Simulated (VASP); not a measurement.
Wanted: the native input for a VASP 6.6.1 run.

- Task: single point
- Functional: PBE
- Potentials or basis: VASP PAW PBE potentials, release 64 (Ba_sv, Ti_sv, O)
- Cutoff: 520 eV
- k mesh: 8 × 8 × 6
- Occupations: gaussian, width 0.05 eV
- Spin: no spin polarisation
- Dipole correction: no
- Further INCAR settings: ALGO = Normal; EDIFF = 1e-06; NBANDS = 28

The structure of BaTiO3 lies in POSCAR:

```
BaTiO3
1.0
    4.0451339662      0.0000000000      0.0000000000
    0.0000000000      4.0451339662      0.0000000000
    0.0000000000      0.0000000000      4.2648343547
Ba Ti O
1 1 3
Direct
    0.0000000000      0.0000000000      0.9863187693
    0.5000000000      0.5000000000      0.4690806688
    0.5000000000      0.5000000000      0.0378497747
    0.5000000000      0.0000000000      0.5173753936
    0.0000000000      0.5000000000      0.5173753936
```

This cell differs from its parent crystal: strain +0.015 along x and y, +0.015 along z.

The input as run:

INCAR

```
PREC = Accurate
ENCUT = 520
EDIFF = 1E-6
ISMEAR = 0
SIGMA = 0.05
LREAL = False
LASPH = True
NELM = 100
ALGO = Normal
ISIF = 2
LWAVE = False
LCHARG = False
GGA = PE
NBANDS = 28
```

KPOINTS

```
regular mesh
0
Gamma
  8 8 6
```

Potentials or basis: VASP PAW PBE potentials, release 64 (Ba_sv, Ti_sv, O).

The run is started by

```bash
$ cat potpaw_PBE.64/Ba_sv/POTCAR potpaw_PBE.64/Ti_sv/POTCAR potpaw_PBE.64/O/POTCAR > POTCAR
$ mpirun -np 1 vasp_std > vasp.out
```

Results of the run:

- Pressure: -4.9 GPa
- Largest force: 0.474 eV/Å
- Band gap on the k mesh: 1.69 eV, indirect (least direct gap 2.26 eV)

Caveat: the cell differs from its parent crystal (strain +0.015 along x and y, +0.015 along z); spin-orbit coupling is left out, which moves the levels of the heavy elements.

Run time: 110 s on 1 thread of Intel(R) Xeon(R) Platinum 8259CL CPU @ 2.50GHz (Skylake/Cascade Lake) (shared host), peak memory 0.26 GiB.
